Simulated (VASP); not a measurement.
# TbBeC (P4mm) in VASP: notebook

TbBeC is run at these levels: PBE; tasks: single point, relaxation of cell and atoms.

Program: VASP 6.6.1. These are calculated values, not measurements. Logs are shortened: lines on timing, memory, paths and dates and some standing lists are left out, and cuts for length are marked.

### 1 The cell of the first run

The structure is tetragonal, space group P4mm (No. 99). Conventional cell: a = 3.732 Å, b = 3.732 Å, c = 3.363 Å, α = 90.00°, β = 90.00°, γ = 90.00°. Tb (site symmetry 4mm) has 4 C at 2.64 Å and 8 Be at 2.95 to 3.34 Å and 2 Tb at 3.36 Å within 3.5 Å. Within 1.8 Å of Be (site symmetry 4mm) lie 1 C at 1.33 Å. Within 1.8 Å of C (site symmetry 4mm) lie 1 Be at 1.33 Å.

The cell was generated, and may not be a known phase.

### 2 Single point, PBE

The input, INCAR:

```
SYSTEM = TbBeC
PREC = Accurate ; ENCUT = 600
EDIFF = 1E-6 ; ISMEAR = 0
SIGMA = 0.1 ; LREAL = .FALSE.
LASPH = .TRUE. ; NELM = 200
ALGO = Normal ; ISIF = 2
LWAVE = .FALSE. ; LCHARG = .TRUE.
GGA = PE ; LELF = .TRUE.
LVHAR = .TRUE. ; NBANDS = 14
GGA_COMPAT = .FALSE. ; LMAXMIX = 6
```

The input, KPOINTS:

```
Automatic mesh
0
G
  6 6 6
  0 0 0
```

The input, POSCAR:

```
TbBeC
1.0
    3.7316212500      0.0000000000      0.0000000000
    0.0000000000      3.7316212500      0.0000000000
    0.0000000000      0.0000000000      3.3629777000
Tb Be C
1 1 1
Direct
    0.5000000000      0.5000000000      0.9646526500
    0.0000000000      0.0000000000      0.5722226800
    0.0000000000      0.0000000000      0.9676360300
```

Potentials or basis: VASP PAW PBE potentials, release 64 (Tb_3, Be, C), 4f in core.

Run with:

```sh
$ cat potpaw_PBE.64/Tb_3/POTCAR potpaw_PBE.64/Be/POTCAR potpaw_PBE.64/C/POTCAR > POTCAR
$ mpirun -np 1 vasp_std > vasp.out
```

OUTCAR:

```text
SYSTEM = TbBeC
   PREC = Accurate
   ENCUT = 600
   EDIFF = 1E-6
   ISMEAR = 0
   LREAL = .FALSE.
   LASPH = .TRUE.
   NELM = 200
   ISIF = 2
   GGA = PE

 ion  position               nearest neighbor table
   1  0.500  0.500  0.965-   3 2.64   3 2.64   3 2.64   3 2.64   2 2.95   2 2.95   2 2.95   2 2.95

   2  0.000  0.000  0.572-   3 1.33   3 2.03   1 2.95   1 2.95   1 2.95   1 2.95
   3  0.000  0.000  0.968-   2 1.33   2 2.03   1 2.64   1 2.64   1 2.64   1 2.64

  LATTYP: Found a simple tetragonal cell.
 ALAT       =     3.7316212500
 C/A-ratio  =     0.9012108879

  Lattice vectors:

 A1 = (   3.7316212500,   0.0000000000,   0.0000000000)
 A2 = (   0.0000000000,   3.7316212500,   0.0000000000)
 A3 = (   0.0000000000,   0.0000000000,   3.3629777000)

Analysis of symmetry for initial positions (statically):
=====================================================================
 Subroutine PRICEL returns:
 Original cell was already a primitive cell.

 Routine SETGRP: Setting up the symmetry group for a
 simple tetragonal supercell.

 Subroutine GETGRP returns: Found  8 space group operations
 (whereof  8 operations were pure point group operations)
 out of a pool of 16 trial point group operations.

The static configuration has the point symmetry C_4v.

Analysis of symmetry for dynamics (positions and initial velocities):
=====================================================================
 Subroutine PRICEL returns:
 Original cell was already a primitive cell.

 Routine SETGRP: Setting up the symmetry group for a
 simple tetragonal supercell.

 Subroutine GETGRP returns: Found  8 space group operations
 (whereof  8 operations were pure point group operations)
 out of a pool of 16 trial point group operations.

The dynamic configuration has the point symmetry C_4v.

 Subroutine INISYM returns: Found  8 space group operations
 (whereof  8 operations are pure point group operations),
 and found     1 'primitive' translations

----------------------------------------------------------------------------------------

                                     Primitive cell

  volume of cell :      46.8295

  direct lattice vectors                    reciprocal lattice vectors
     3.731621250  0.000000000  0.000000000     0.267980037  0.000000000  0.000000000
     0.000000000  3.731621250  0.000000000     0.000000000  0.267980037  0.000000000
     0.000000000  0.000000000  3.362977700     0.000000000  0.000000000  0.297355525

  length of vectors
     3.731621250  3.731621250  3.362977700     0.267980037  0.267980037  0.297355525
[... 91 lines left out ...]
   POTIM  = 0.5000    time-step for ionic-motion
   TEBEG  =    0.0;   TEEND  =   0.0 temperature during run
   PSTRESS=    0.0 pullay stress
   NELECT =      15.0000    total number of electrons
   NUPDOWN=      -1.0000    fix difference up-down
   EMIN   =  10.00;   EMAX   =-10.00  energy-range for DOS
   EFERMI =   0.00;   METHOD = LEGACY
   ISMEAR =     0;   SIGMA  =   0.10  broadening in eV -4-tet -1-fermi 0-gaus
   EFERMI_NEDOS =   21; number of points for ismear=-14 and -15
   IALGO  =     38    algorithm
   IMIX   =      4    mixing-type and parameters
     AMIX     =   0.40;   BMIX     =  1.00
     AMIX_MAG =   1.60;   BMIX_MAG =  1.00
  volume/ion in A,a.u.               =      15.61       105.34
  Fermi-wavevector in a.u.,A,eV,Ry     =   1.120123  2.116725 17.070884  1.254675
  Thomas-Fermi vector in A             =   2.256767
   LORBIT       =      0    0 simple, 1 ext, 2 COOP (PROOUT), +10 PAW based schemes
   GGA     = PE    functional components
   LHFCALC =     F    Hartree Fock is set to
   AEXX    =    0.0000 exact exchange contribution
   IVDW    =     0    specifies the selected vdW correction
   LEPSILON=     F    determine dielectric tensor
   LRPA    =     F    only Hartree local field effects (RPA)
 non-spin polarized calculation
 Gauss-broadening in eV      SIGMA  =   0.10
  energy-cutoff  :      600.00
  volume of cell :       46.83
 maximum number of plane-waves:      1588
 NGX is ok and might be reduce to    30
   NGX = 15   NGY = 15   NGZ = 13

 number of electron      15.0000000 magnetization

 Free energy of the ion-electron system (eV)
  ---------------------------------------------------
  ext. energy  EPLUGINS =         0.00000000
  ---------------------------------------------------
  free energy    TOTEN  =       -16.23302331 eV

  energy without entropy =      -16.22309524  energy(sigma->0) =      -16.22805927

 E-fermi :   3.9859     XC(G=0): -10.2312

 val. band max:        3.9430772134   @ k =   0.5000   0.0000   0.1667
 cond. band min:       3.9906480898   @ k =   0.5000   0.5000   0.3333
 fundamental gap:      0.0475708764
 Fermi energy:         3.9859381961

 k-point     1 :       0.0000    0.0000    0.0000
  band No.  band energies     occupation
      1     -18.2322      2.00000
      2     -18.2322      2.00000
      3     -18.1845      2.00000
      4      -7.0498      2.00000
      5       0.8227      2.00000
      6       2.4671      2.00000
      7       2.4858      2.00000
      8       2.4858      2.00000
      9       3.7655      1.99818
     10       7.7889      0.00000
     11       7.9689      0.00000
     12       8.9356      0.00000
     13       8.9356      0.00000
     14      12.2532      0.00000
[... 377 lines left out ...]
      1     -18.6591      2.00000
      2     -18.4905      2.00000
      3     -18.1381      2.00000
      4      -5.7140      2.00000
      5      -0.4253      2.00000
      6       0.0569      2.00000
      7       1.5642      2.00000
      8       4.6926      0.00000
      9       6.3928      0.00000
     10       6.7899      0.00000
     11       8.8138      0.00000
     12       9.8253      0.00000
     13      10.1851      0.00000
     14      11.4137      0.00000

 [... further k-points ...]
[... 5 lines left out ...]
  --------------------------------------------------------------------------------------
  -------------------------------------------------------------------------------------
  Total       -2.4469306     -2.4469306     11.6282131      0.0000000     -0.0000000      0.0000000
  in kB      -83.7168988    -83.7168988    397.8363513      0.0000000     -0.0000000      0.0000000
  external PRESSURE =      76.8008512 kB  Pullay stress =       0.0000000 kB

 VOLUME and BASIS-vectors are now :
 -----------------------------------------------------------------------------
  energy-cutoff  :      600.00
  volume of cell :       46.83
      direct lattice vectors                 reciprocal lattice vectors
     3.731621250  0.000000000  0.000000000     0.267980037  0.000000000  0.000000000
     0.000000000  3.731621250  0.000000000     0.000000000  0.267980037  0.000000000
     0.000000000  0.000000000  3.362977700     0.000000000  0.000000000  0.297355525

 POSITION                                       TOTAL-FORCE (eV/Angst)
 -----------------------------------------------------------------------------------
      1.86581      1.86581      3.24411         0.000000      0.000000      0.760266
      0.00000      0.00000      1.92437         0.000000     -0.000000    -12.638579
      0.00000      0.00000      3.25414         0.000000     -0.000000     11.878314
 -----------------------------------------------------------------------------------
    total drift:                                0.000000      0.000000     -0.000690

  FREE ENERGIE OF THE ION-ELECTRON SYSTEM (eV)
  ---------------------------------------------------
  free  energy   TOTEN  =       -16.2330233050 eV

  energy  without entropy=      -16.2230952440  energy(sigma->0) =      -16.22805927
```

OSZICAR:

```text
N       E                     dE             d eps       ncg     rms          rms(c)
DAV:   1     0.399873004094E+02    0.39987E+02   -0.69813E+03  1120   0.102E+03
DAV:   2    -0.164683442457E+02   -0.56456E+02   -0.52163E+02  1274   0.225E+02
DAV:   3    -0.206772288704E+02   -0.42089E+01   -0.41024E+01  1576   0.436E+01
DAV:   4    -0.207745656602E+02   -0.97337E-01   -0.97208E-01  1306   0.764E+00
DAV:   5    -0.207763769840E+02   -0.18113E-02   -0.18110E-02  1538   0.877E-01    0.189E+01
DAV:   6    -0.162791514804E+02    0.44972E+01   -0.14642E+01  1472   0.202E+01    0.159E+01
DAV:   7    -0.162694725518E+02    0.96789E-02   -0.13789E+00  1204   0.687E+00    0.115E+01
DAV:   8    -0.162968812603E+02   -0.27409E-01   -0.66582E-01  1462   0.451E+00    0.356E+00
DAV:   9    -0.162361999864E+02    0.60681E-01   -0.32642E-01  1462   0.283E+00    0.128E+00
DAV:  10    -0.162332273321E+02    0.29727E-02   -0.27961E-02  1468   0.106E+00    0.137E-01
DAV:  11    -0.162330103824E+02    0.21695E-03   -0.18719E-03  1414   0.307E-01    0.818E-02
DAV:  12    -0.162330217899E+02   -0.11407E-04   -0.10484E-04  1432   0.728E-02    0.330E-02
DAV:  13    -0.162330232450E+02   -0.14551E-05   -0.60570E-06  1498   0.172E-02    0.400E-03
DAV:  14    -0.162330233050E+02   -0.60015E-07   -0.32099E-07   818   0.489E-03
   1 F= -.16233023E+02 E0= -.16228059E+02  d E =-.992806E-02
```

Run time: 15 s. Hardware: 1 thread of AMD EPYC 9R45 (Zen 5), shared host; peak memory 0.17 GiB.

Results:

| Item | Value |
| --- | --- |
| Free energy | -16.2330 eV |
| Pressure | 7.7 GPa |
| Largest force | 12.639 eV/Å |
| Band gap on the k mesh | zero (an odd number of electrons rules out a gap without spin polarisation) |

Forces on the atoms (eV/Å):
```
Tb    0.000   0.000   0.760
Be    0.000   0.000 -12.639
C     0.000   0.000  11.878
```

Stress tensor (GPa, compression positive):
```
-8.37  0.00  0.00
 0.00 -8.37  0.00
 0.00  0.00 39.78
```

Caveat: the stress differs along the axes, from -8 to 40 GPa; spin-orbit coupling is left out, which moves the levels of the heavy elements; the 4f electrons are frozen in the core, so they carry no moment and show no levels; forces of over 1 eV/Å act on the atoms, so gaps and moduli don't describe the material at rest. Spin polarisation is off, so any magnetic state and its effect on volume and gap are missing.

### 3 Relaxation of cell and atoms, PBE

The input, INCAR:

```
ALGO     = Normal         # electronic algorithm
EDIFF    = 1E-7           # SCF threshold, eV
EDIFFG   = -0.04          # ionic threshold
ENCUT    = 600            # plane-wave cutoff, eV
GGA      = PE             # functional
GGA_COMPAT= False        
IBRION   = 2              # ionic algorithm
ISIF     = 3              # what is computed and relaxed
ISMEAR   = 0              # smearing method
LASPH    = True           # aspherical terms in the spheres
LCHARG   = False          # write CHGCAR
LMAXMIX  = 6              # l up to which the mixer works
LREAL    = False          # projectors in reciprocal space
LWAVE    = False          # write WAVECAR
NELM     = 200            # most SCF steps
NELMIN   = 4            
NSW      = 90             # ionic steps
PREC     = Accurate       # precision mode
SIGMA    = 0.1            # smearing width, eV
```

The input, KPOINTS:

```
k-points
0
Gamma
  6 6 6
```

POSCAR is that of step 2.

Potentials or basis: VASP PAW PBE potentials, release 64 (Tb_3, Be, C), 4f in core.

Run with:

```sh
$ cat potpaw_PBE.64/Tb_3/POTCAR potpaw_PBE.64/Be/POTCAR potpaw_PBE.64/C/POTCAR > POTCAR
$ mpirun -np 1 vasp_std > vasp.out
```

It took 1.7 min on 1 thread of AMD EPYC 9R45 (Zen 5), shared host; peak memory 0.17 GiB.

Results (log left out):

```
Free energy                           : -18.1304 eV
Relaxed volume                        : 14.68 Å³/atom
Relaxed cell                          : a = 3.612 Å, b = 3.612 Å, c = 3.377 Å, α = 90.00°, β = 90.00°, γ = 90.00°
Space group after relaxing (to 0.1 Å) : P4/mmm (No. 123)
Pressure after relaxing               : 0.1 GPa
Largest force after relaxing          : 0.021 eV/Å
Band gap on the k mesh                : zero (an odd number of electrons rules out a gap without spin polarisation)
```

Forces on the atoms (eV/Å):
```
Tb   0.000  0.000  0.003
Be   0.000  0.000  0.017
C    0.000  0.000 -0.021
```

Stress tensor (GPa, compression positive):
```
0.02 0.00 0.00
0.00 0.02 0.00
0.00 0.00 0.12
```

Final structure:
```
Tb Be C
1.0
     3.61163    0.00000    0.00000
     0.00000    3.61163    0.00000
     0.00000    0.00000    3.37696
Tb Be C
1 1 1
Cartesian
  1.8058 1.8058 0.0047
  0.0000 0.0000 1.6933
  3.6116 0.0000 0.0057
```

Levels at points of the mesh, in eV from the Fermi level:
```
           k point  band 6  band 7  band 8  band 9  band 10  band 11
(0.00, 0.00, 0.00)   -1.96   -0.97   -0.97   -0.12     4.41     5.03
(0.50, 0.00, 0.00)   -3.32   -2.86   -0.54    2.89     5.25     5.33
(0.50, 0.50, 0.00)   -2.55   -2.55   -0.23    3.63     3.63     5.35
(0.00, 0.00, 0.50)    0.33    0.33    0.97    1.07     1.07     4.42
(0.50, 0.00, 0.50)   -3.20   -1.86    0.11    2.79     2.86     4.68
(0.50, 0.50, 0.50)   -2.04   -2.04   -0.57   -0.57     6.19     7.02
```

Caveat: spin-orbit coupling is left out, which moves the levels of the heavy elements; the 4f electrons are frozen in the core, so they carry no moment and show no levels. Spin polarisation is off, so any magnetic state and its effect on volume and gap are missing.

The gap in the log of VASP goes by the Fermi energy; the results here count the filled bands.